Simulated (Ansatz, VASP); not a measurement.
**Al2Cl2F: VASP beside Ansatz**

```
CELL_PARAMETERS angstrom
2.19712 1.26851 5.80876
-2.19712 1.26851 5.80876
0.00000 -2.53701 5.80876
ATOMIC_POSITIONS crystal
Al 0.89295 0.89295 0.89295
Al 0.10705 0.10705 0.10705
Cl 0.40451 0.40451 0.40451
Cl 0.59549 0.59549 0.59549
F 0.00000 0.00000 0.00000
```

Alike in both runs: functional PBE; k mesh 12 × 12 × 12; occupations gaussian, width 0.1 eV; no spin polarisation.

Ansatz relaxed the structure, and its values are those at the end. VASP's run is a single point on that final structure, the one shown.

|  | VASP | Ansatz |
| --- | --- | --- |
| version | VASP 6.6.1 | Ansatz 0.2.0 |
| potentials or method | VASP PAW PBE potentials, release 64 (Al, Cl, F), cutoff 520 eV | scalar-relativistic, plane waves, PAW |
| valence electrons in the cell | 27 | 27 |

|  | VASP | Ansatz | Ansatz less VASP |
| --- | --- | --- | --- |
| gap on the k mesh at the Fermi level (eV) | none | none | - |
| pressure (GPa) | -0.1 | 0.0 | +0.12 |

A gap of «none» marks a metal or a gap that the smearing closes.
